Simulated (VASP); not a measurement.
Pb2Se:

```
CELL_PARAMETERS angstrom
6.61821 0.00000 0.00000
0.00000 6.61821 0.00000
0.00000 0.00000 4.26280
ATOMIC_POSITIONS crystal
Pb 0.30600 0.30600 0.00000
Pb 0.19400 0.80600 0.50000
Pb 0.69400 0.69400 0.00000
Pb 0.80600 0.19400 0.50000
Se 0.00000 0.00000 0.00000
Se 0.50000 0.50000 0.50000
```

```yaml
Program: VASP 6.6.1
Task: relaxation of cell and atoms
Functional: PBE
Potentials_or_basis: VASP PAW PBE potentials, release 64 (Pb_d, Se)
Cutoff: 600 eV
k_mesh: 4 × 4 × 4
Occupations: gaussian, width 0.1 eV
Spin: no spin polarisation
```

At the start: pressure 9.1 GPa; volume 31.12 Å³/atom.

Problem. Where does the relaxation end?

Solution. Over 25 steps the energy falls by 188.0 meV/atom and the volume is 36.43 Å³/atom (+17.1 %); space group P4_2/mnm (No. 136, to 0.05 Å).

The path:
```csv
step,energy change (eV),largest force (eV/Å),pressure (GPa),volume (Å³)
1,0.0000,0.7275,9.07,186.71
2,-0.8597,0.1304,-1.83,238.42
3,-0.9442,0.2226,-0.03,223.85
4,-0.9442,0.2151,-0.15,224.64
5,-0.9527,0.1790,-0.11,224.19
6,-0.9676,0.1003,0.01,223.03
7,-0.9703,0.0427,0.35,220.74
8,-0.9735,0.0256,0.18,221.76
9,-0.9836,0.0265,0.04,222.69
10,-1.0134,0.0106,-0.40,225.41
11,-1.0310,0.1466,-1.21,230.53
12,-1.0324,0.1050,-0.95,228.91
13,-1.0359,0.1110,-0.96,228.83
14,-1.0458,0.1286,-0.97,228.57
15,-1.0612,0.1665,-0.98,227.99
16,-1.0654,0.2450,-1.00,226.56
17,-1.0680,0.2049,-0.99,227.33
18,-1.0802,0.1999,-0.79,225.66
19,-1.1034,0.1800,-0.13,220.68
20,-1.0815,0.1179,1.44,210.93
21,-1.1068,0.1680,0.24,218.11
22,-1.1124,0.1427,0.22,218.19
23,-1.1237,0.0769,0.12,218.39
24,-1.1251,0.0456,0.01,218.72
25,-1.1277,0.0066,0.04,218.59
```

Final structure:
```yaml
crystal:
  lattice:
    - [7.38222, 0.00000, 0.00000]
    - [0.00000, 7.38222, 0.00000]
    - [0.00000, 0.00000, 4.01099]
  atoms:
    - { symbol: Pb, position: [0.28448, 0.28448, 0.00000] }
    - { symbol: Pb, position: [0.21552, 0.78448, 0.50000] }
    - { symbol: Pb, position: [0.71552, 0.71552, 0.00000] }
    - { symbol: Pb, position: [0.78448, 0.21552, 0.50000] }
    - { symbol: Se, position: [0.00000, 0.00000, 0.00000] }
    - { symbol: Se, position: [0.50000, 0.50000, 0.50000] }
```

Caveat: the k points lie up to 0.39 Å⁻¹ apart in the final cell; the volume moved by over 15 % at a fixed basis, so the end points are rough.
